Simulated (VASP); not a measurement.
Runs of VASP 6.6.1 on Cd. The structure is that of space group P6_3/mmc (No. 194), or close to it. The cells are those of the table. 

```csv
task,cell,smearing,k mesh for the DOS,occupations for the DOS,gap on the mesh (eV),pressure (GPa)
single point,"a = 2.723, b = 2.723, c = 4.529 Å, angles 90.0, 90.0, 120.0°, 2 atoms",fermi-dirac 0.05 eV,-,-,none,60.8
single point,"a = 2.600, b = 2.600, c = 4.258 Å, angles 90.0, 90.0, 120.0°, 2 atoms",fermi-dirac 0.05 eV,-,-,none,(a)
single point,"a = 2.462, b = 2.462, c = 3.956 Å, angles 90.0, 90.0, 120.0°, 2 atoms",fermi-dirac 0.05 eV,-,-,none,300.0
single point,"a = 2.723, b = 2.723, c = 4.529 Å, angles 90.0, 90.0, 120.0°, 2 atoms",gaussian 0.05 eV,-,-,none,60.8
```

Alike in all rows: level PBEsol; potentials or basis VASP PAW PBE potentials, release 64 (Cd); no spin polarisation; k mesh 14 × 14 × 8; cutoff (eV) 520.

Question: Fill in the values left out.

Answer: (a) 133.9.

Caveats: the PAW data sets were made with another functional, which shifts forces and pressure a little.

A k mesh can miss the band edges, and the runs leave out spin-orbit coupling on Cd.

A gap of «none» marks levels without a gap at the run's occupations.
